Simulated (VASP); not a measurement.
Input of a VASP 6.6.1 run:

Contents of INCAR:

```
PREC     = Accurate       # precision mode
ENCUT    = 520            # plane-wave cutoff, eV
EDIFF    = 1E-6           # SCF threshold, eV
ISMEAR   = 0              # smearing method
SIGMA    = 0.01           # smearing width, eV
LREAL    = False          # projectors in reciprocal space
LASPH    = True           # aspherical terms in the spheres
NELM     = 80             # most SCF steps
ALGO     = Normal         # electronic algorithm
ISIF     = 2              # what is computed and relaxed
LWAVE    = False          # write WAVECAR
LCHARG   = False          # write CHGCAR
GGA      = PE             # functional
NBANDS   = 34             # bands
```

File KPOINTS:

```
regular mesh
0
Gamma
  8 8 8
```

Contents of POSCAR:

```
FeSi
1.0
    4.3103143730      0.0000000000      0.0000000000
    0.0000000000      4.3103143730      0.0000000000
    0.0000000000      0.0000000000      4.3103143730
Fe Si
4 4
Direct
    0.1395993757      0.1395993757      0.1395993757
    0.3604006243      0.8604006243      0.6395993757
    0.6395993757      0.3604006243      0.8604006243
    0.8604006243      0.6395993757      0.3604006243
    0.8423400056      0.8423400056      0.8423400056
    0.6576599944      0.1576599944      0.3423400056
    0.3423400056      0.6576599944      0.1576599944
    0.1576599944      0.3423400056      0.6576599944
```

Potentials or basis: VASP PAW PBE potentials, release 64 (Fe, Si).

Run with:

```sh
$ cat potpaw_PBE.64/Fe/POTCAR potpaw_PBE.64/Si/POTCAR > POTCAR
$ mpirun -np 1 vasp_std > vasp.out
```

(1) Predict the largest force.

(2) Predict the pressure.

(3) What does it give for the band gap on the k mesh?

Results:

(1) 0.041 eV/Å.

(2) 26.0 GPa.

(3) 0.15 eV (least direct gap 0.17 eV).

Caveat: the cell stands under pressure.
